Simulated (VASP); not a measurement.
# Co (Fd-3m) in VASP: single point with PBEsol

Aim: the single point of Co with PBEsol.

Program: VASP 6.6.1. These are calculated values, not measurements. Logs are shortened: lines on timing, memory, paths and dates and some standing lists are left out, and cuts for length are marked.

### Step 1. The cell of the first run

Symmetry: Fd-3m, No. 227, cubic system. The conventional cell has a = 6.435 Å, b = 6.435 Å, c = 6.435 Å, α = 90.00°, β = 90.00°, γ = 90.00°. Within 3.5 Å of Co (site symmetry -43m) lie 16 Co at 2.67 to 2.79 Å. Co (site symmetry -3m) has 12 Co at 2.28 to 2.67 Å within 3.0 Å.

### Step 2. Single point, PBEsol, collinear spin, ferromagnetic start

The input, INCAR:

```
SYSTEM = Co
  PREC = Accurate
  ENCUT = 520
  EDIFF = 1E-7
  ISMEAR = -1
  SIGMA = 0.15
  LREAL = .FALSE.
  LASPH = .TRUE.
  NELM = 150
  ALGO = Normal
  ISIF = 2
  LWAVE = .FALSE.
  LCHARG = .FALSE.
  ISPIN = 2
  MAGMOM = 3.2 3.2 3.2 3.2 3.2 3.2
  LORBIT = 11
  LMAXMIX = 4
  GGA = PS
  NBANDS = 40
```

The input, KPOINTS:

```
regular mesh
0
G
  6 6 6
  0 0 0
```

The input, POSCAR:

```
Co
1.0
    0.0000000000      3.2173717600      3.2173717600
    3.2173717600      0.0000000000      3.2173717600
    3.2173717600      3.2173717600      0.0000000000
Co
6
Direct
    0.2500000000      0.2500000000      0.2500000000
    0.0000000000      0.0000000000      0.0000000000
    0.6250000000      0.6250000000      0.1250000000
    0.6250000000      0.1250000000      0.6250000000
    0.1250000000      0.6250000000      0.6250000000
    0.6250000000      0.6250000000      0.6250000000
```

Potentials or basis: VASP PAW PBE potentials, release 64 (Co).

The run is started by

```
$ cat potpaw_PBE.64/Co/POTCAR > POTCAR
$ mpirun -np 1 vasp_std > vasp.out
```

OUTCAR:

```text
SYSTEM = Co
   PREC = Accurate
   ENCUT = 520
   EDIFF = 1E-7
   ISMEAR = -1
   LREAL = .FALSE.
   LASPH = .TRUE.
   NELM = 150
   ISIF = 2
   ISPIN = 2
   LORBIT = 11
   GGA = PS

 ion  position               nearest neighbor table
   1  0.250  0.250  0.250-   4 2.67   5 2.67   3 2.67   5 2.67   3 2.67   4 2.67   5 2.67   3 2.67
                             6 2.67   4 2.67   6 2.67   6 2.67   2 2.79   2 2.79   2 2.79   2 2.79
   2  0.000  0.000  0.000-   3 2.67   4 2.67   3 2.67   5 2.67   4 2.67   5 2.67   6 2.67   6 2.67
                             6 2.67   3 2.67   4 2.67   5 2.67   1 2.79   1 2.79   1 2.79   1 2.79
   3  0.625  0.625  0.125-   6 2.28   4 2.28   5 2.28   6 2.28   4 2.28   5 2.28   2 2.67   1 2.67
                             2 2.67   1 2.67   1 2.67   2 2.67
   4  0.625  0.125  0.625-   6 2.28   3 2.28   3 2.28   5 2.28   6 2.28   5 2.28   2 2.67   1 2.67
                             2 2.67   1 2.67   1 2.67   2 2.67
   5  0.125  0.625  0.625-   6 2.28   3 2.28   4 2.28   3 2.28   4 2.28   6 2.28   1 2.67   2 2.67
                             1 2.67   2 2.67   1 2.67   2 2.67
   6  0.625  0.625  0.625-   3 2.28   4 2.28   5 2.28   3 2.28   4 2.28   5 2.28   2 2.67   1 2.67
                             2 2.67   1 2.67   2 2.67   1 2.67

  LATTYP: Found a face centered cubic cell.
 ALAT       =     6.4347435200

  Lattice vectors:

 A1 = (   0.0000000000,   3.2173717600,   3.2173717600)
 A2 = (   3.2173717600,   0.0000000000,   3.2173717600)
 A3 = (   3.2173717600,   3.2173717600,   0.0000000000)

Analysis of symmetry for initial positions (statically):
=====================================================================
 Subroutine PRICEL returns:
 Original cell was already a primitive cell.

 Routine SETGRP: Setting up the symmetry group for a
 face centered cubic supercell.

 Subroutine GETGRP returns: Found 48 space group operations
 (whereof 24 operations were pure point group operations)
 out of a pool of 48 trial point group operations.

The static configuration has the point symmetry T_d .
 The point group associated with its full space group is O_h .

Analysis of symmetry for dynamics (positions and initial velocities):
=====================================================================
 Subroutine PRICEL returns:
 Original cell was already a primitive cell.

 Routine SETGRP: Setting up the symmetry group for a
 face centered cubic supercell.

 Subroutine GETGRP returns: Found 48 space group operations
 (whereof 24 operations were pure point group operations)
 out of a pool of 48 trial point group operations.

The dynamic configuration has the point symmetry T_d .
 The point group associated with its full space group is O_h .

Analysis of structural, dynamic, and magnetic symmetry:
=====================================================================
 Subroutine PRICEL returns:
 Original cell was already a primitive cell.

 Routine SETGRP: Setting up the symmetry group for a
 face centered cubic supercell.

 Subroutine GETGRP returns: Found 48 space group operations
 (whereof 24 operations were pure point group operations)
 out of a pool of 48 trial point group operations.

The overall configuration has the point symmetry T_d .
 The point group associated with its full space group is O_h .

 Subroutine INISYM returns: Found 48 space group operations
 (whereof 24 operations are pure point group operations),
 and found     1 'primitive' translations

----------------------------------------------------------------------------------------

                                     Primitive cell

  volume of cell :      66.6091

  direct lattice vectors                    reciprocal lattice vectors
     0.000000000  3.217371760  3.217371760    -0.155406349  0.155406349  0.155406349
     3.217371760  0.000000000  3.217371760     0.155406349 -0.155406349  0.155406349
     3.217371760  3.217371760  0.000000000     0.155406349  0.155406349 -0.155406349

  length of vectors
     4.550050778  4.550050778  4.550050778     0.269171693  0.269171693  0.269171693

  position of ions in fractional coordinates (direct lattice)
     0.250000000  0.250000000  0.250000000
     0.000000000  0.000000000  0.000000000
     0.625000000  0.625000000  0.125000000
     0.625000000  0.125000000  0.625000000
     0.125000000  0.625000000  0.625000000
     0.625000000  0.625000000  0.625000000
[... 55 lines left out ...]
   number of dos      NEDOS =    301   number of ions     NIONS =      6
   total plane-waves  NPLWV =  46656
   dimension x,y,z NGX =    36 NGY =   36 NGZ =   36
   dimension x,y,z NGXF=    72 NGYF=   72 NGZF=   72
   ions per type =               6
   NGX,Y,Z   is equivalent  to a cutoff of  13.15, 13.15, 13.15 a.u.
   NGXF,Y,Z  is equivalent  to a cutoff of  26.31, 26.31, 26.31 a.u.
 SYSTEM =  Co
   PREC   = accura    normal or accurate (medium, high low for compatibility)
   ISTART =      0    job   : 0-new  1-cont  2-samecut
   ICHARG =      2    charge: 1-file 2-atom 10-const
   ISPIN  =      2    spin polarized calculation?
   LNONCOLLINEAR =      F non collinear calculations
   LSORBIT =      F    spin-orbit coupling
   LASPH  =      T    aspherical Exc in radial PAW
   ENCUT  =  520.0 eV  38.22 Ry    6.18 a.u.   8.46  8.46  8.46*2*pi/ulx,y,z
   NELM   =    150;   NELMIN=  2; NELMDL= -5     # of ELM steps
   EDIFF  = 0.1E-06   stopping-criterion for ELM
   LREAL  =      F    real-space projection
   EDIFFG = 0.1E-05   stopping-criterion for IOM
   NSW    =      0    number of steps for IOM
   IBRION =     -1    ionic relax: 0-MD 1-quasi-New 2-CG
   NFREE  =      0    steps in history (QN), initial steepest desc. (CG)
   ISIF   =      2    stress and relaxation
   ISYM   =      2    0-nonsym 1-usesym 2-fastsym
   POTIM  = 0.5000    time-step for ionic-motion
   TEBEG  =    0.0;   TEEND  =   0.0 temperature during run
   PSTRESS=    0.0 pullay stress
   NELECT =      54.0000    total number of electrons
   NUPDOWN=      -1.0000    fix difference up-down
   EMIN   =  10.00;   EMAX   =-10.00  energy-range for DOS
   EFERMI =   0.00;   METHOD = LEGACY
   ISMEAR =    -1;   SIGMA  =   0.15  broadening in eV -4-tet -1-fermi 0-gaus
   EFERMI_NEDOS =   21; number of points for ismear=-14 and -15
   IALGO  =     38    algorithm
   IMIX   =      4    mixing-type and parameters
     AMIX     =   0.40;   BMIX     =  1.00
     AMIX_MAG =   1.60;   BMIX_MAG =  1.00
  volume/ion in A,a.u.               =      11.10        74.92
  Fermi-wavevector in a.u.,A,eV,Ry     =   1.526493  2.884654 31.704039  2.330181
  Thomas-Fermi vector in A             =   2.634519
   LORBIT       =     11    0 simple, 1 ext, 2 COOP (PROOUT), +10 PAW based schemes
   GGA     = PS    functional components
   LHFCALC =     F    Hartree Fock is set to
   AEXX    =    0.0000 exact exchange contribution
   IVDW    =     0    specifies the selected vdW correction
   LEPSILON=     F    determine dielectric tensor
   LRPA    =     F    only Hartree local field effects (RPA)
 spin polarized calculation
  energy-cutoff  :      520.00
  volume of cell :       66.61
 maximum number of plane-waves:      1820
 NGX is ok and might be reduce to    36
   NGX = 17   NGY = 17   NGZ = 17

 number of electron      54.0000037 magnetization      10.0192421

 number of electron      54.0000036 magnetization       9.7008286

 Free energy of the ion-electron system (eV)
  ---------------------------------------------------
  ext. energy  EPLUGINS =         0.00000000
  ---------------------------------------------------
  free energy    TOTEN  =       -45.30912278 eV

  energy without entropy =      -44.71270176  energy(sigma->0) =      -45.01091227

 E-fermi :  10.0311     XC(G=0): -13.4065

 val. band max:       10.0072628411   @ k =   0.5000   0.3333   0.1667
 cond. band min:      10.0340313132   @ k =   0.5000   0.3333   0.1667
 fundamental gap:      0.0267684721
 Fermi energy:        10.0310733249

 spin component 1

 k-point     1 :       0.0000    0.0000    0.0000
  band No.  band energies     occupation
      1       0.8701      1.00000
      2       3.7112      1.00000
      3       4.9192      1.00000
      4       4.9192      1.00000
      5       4.9192      1.00000
      6       5.5953      1.00000
[... 661 lines left out ...]
     38      18.1288      0.00000
     39      22.0740      0.00000
 Fermi energy:        10.0310733249

 spin component 2

 k-point     1 :       0.0000    0.0000    0.0000
  band No.  band energies     occupation
      1       0.9662      1.00000
      2       4.7899      1.00000
      3       6.0533      1.00000
      4       6.0533      1.00000
      5       6.0533      1.00000
      6       6.7476      1.00000
[... 661 lines left out ...]
     38      18.8115      0.00000
     39      22.5312      0.00000
 [bands above 39 left out]

------------------------ aborting loop because EDIFF is reached ----------------------------------------

  FORCE on cell =-STRESS in cart. coord.  units (eV):
  Direction    XX          YY          ZZ          XY          YZ          ZX
  --------------------------------------------------------------------------------------
  -------------------------------------------------------------------------------------
  Total       -1.4792705     -1.4792705     -1.4792705      0.0000000     -0.0000000     -0.0000000
  in kB      -35.5815149    -35.5815149    -35.5815149      0.0000000     -0.0000000     -0.0000000
  external PRESSURE =     -35.5815149 kB  Pullay stress =       0.0000000 kB

 VOLUME and BASIS-vectors are now :
 -----------------------------------------------------------------------------
  energy-cutoff  :      520.00
  volume of cell :       66.61
      direct lattice vectors                 reciprocal lattice vectors
     0.000000000  3.217371760  3.217371760    -0.155406349  0.155406349  0.155406349
     3.217371760  0.000000000  3.217371760     0.155406349 -0.155406349  0.155406349
     3.217371760  3.217371760  0.000000000     0.155406349  0.155406349 -0.155406349

 POSITION                                       TOTAL-FORCE (eV/Angst)
 -----------------------------------------------------------------------------------
      1.60869      1.60869      1.60869        -0.000000     -0.000000      0.000000
      0.00000      0.00000      0.00000         0.000000      0.000000     -0.000000
      2.41303      2.41303      4.02171        -0.000000      0.000000     -0.000000
      2.41303      4.02171      2.41303        -0.000000      0.000000     -0.000000
      4.02171      2.41303      2.41303        -0.000000      0.000000     -0.000000
      4.02171      4.02171      4.02171        -0.000000      0.000000     -0.000000
 -----------------------------------------------------------------------------------
    total drift:                                0.000000      0.000000      0.000000

  FREE ENERGIE OF THE ION-ELECTRON SYSTEM (eV)
  ---------------------------------------------------
  free  energy   TOTEN  =       -45.3091227751 eV

  energy  without entropy=      -44.7127017605  energy(sigma->0) =      -45.01091227

 total charge

# of ion       s       p       d       tot
------------------------------------------
    1        0.397   0.413   7.187   7.996
    2        0.397   0.413   7.187   7.996
    3        0.542   0.586   7.320   8.448
    4        0.542   0.586   7.320   8.448
    5        0.542   0.586   7.320   8.448
    6        0.542   0.586   7.320   8.448
--------------------------------------------------
tot          2.963   3.169  43.653  49.785

 magnetization (x)

# of ion       s       p       d       tot
------------------------------------------
    1       -0.009  -0.037   1.788   1.742
    2       -0.009  -0.037   1.788   1.742
    3       -0.010  -0.049   1.633   1.573
    4       -0.010  -0.049   1.633   1.573
    5       -0.010  -0.049   1.633   1.573
    6       -0.010  -0.049   1.633   1.573
--------------------------------------------------
tot         -0.059  -0.272  10.106   9.776
```

Wall time 4.7 min (1 thread of Intel Xeon 8259CL, shared host); peak memory 0.26 GiB.

What came out:

```
Free energy                                           : -45.3091 eV
Pressure                                              : -3.6 GPa
Net moment                                            : 9.70 μB per cell
Site moments                                          : Co +1.74, +1.57 μB
Valence electrons inside the program's atomic spheres : Co 8.00, 8.45
```

Caveat: the PAW data sets were made with another functional, which shifts forces and pressure a little.
